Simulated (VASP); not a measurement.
A run of VASP 6.6.1 is set up as follows.

INCAR

```
  ALGO = Normal
  EDIFF = 1E-7
  EDIFFG = -0.02
  ENCUT = 520
  GGA = PS
  GGA_COMPAT = F
  IBRION = 2
  ISIF = 2
  ISMEAR = 0
  LASPH = T
  LCHARG = F
  LREAL = F
  LWAVE = F
  NELM = 120
  NELMIN = 4
  NSW = 45
  PREC = Accurate
  SIGMA = 0.02
```

Contents of KPOINTS:

```
k-points
0
Gamma
  3 3 2
```

The input POSCAR:

```
Al8N9
1.0
    6.2259999977      0.0000000000      0.0000000000
   -3.1129999989      5.3918741620      0.0000000000
    0.0000000000      0.0000000000      4.9810000000
Al N
8 9
Direct
    0.1666666667      0.3333333333      0.0000000000
    0.3333333333      0.1666666667      0.5000000000
    0.1666666667      0.8333333333      0.0000000000
    0.3333333333      0.6666666667      0.5000000000
    0.6666666667      0.3333333333      0.0000000000
    0.8333333333      0.1666666667      0.5000000000
    0.6666666667      0.8333333333      0.0000000000
    0.8333333333      0.6666666667      0.5000000000
    0.1666666667      0.3333333333      0.3800000000
    0.3333333333      0.1666666667      0.8800000000
    0.1666666667      0.8333333333      0.3800000000
    0.3333333333      0.6666666667      0.8800000000
    0.6666666667      0.3333333333      0.3800000000
    0.8333333333      0.1666666667      0.8800000000
    0.6666666667      0.8333333333      0.3800000000
    0.8333333333      0.6666666667      0.8800000000
    0.0000000000      0.0000000000      0.2500000000
```

Potentials or basis: VASP PAW PBE potentials, release 64 (Al, N).

Launch:

```console
$ cat potpaw_PBE.64/Al/POTCAR potpaw_PBE.64/N/POTCAR > POTCAR
$ mpirun -np 1 vasp_std > vasp.out
```

(1) Estimate the energy gained by relaxing.

(2) What does it give for the band gap on the k mesh?

## Answers

(1) 68.6 meV/atom.

(2) zero (an odd number of electrons rules out a gap without spin polarisation).

Caveat: the k points lie up to 0.63 Å⁻¹ apart, too coarse for converged energies and pressures of a metal.
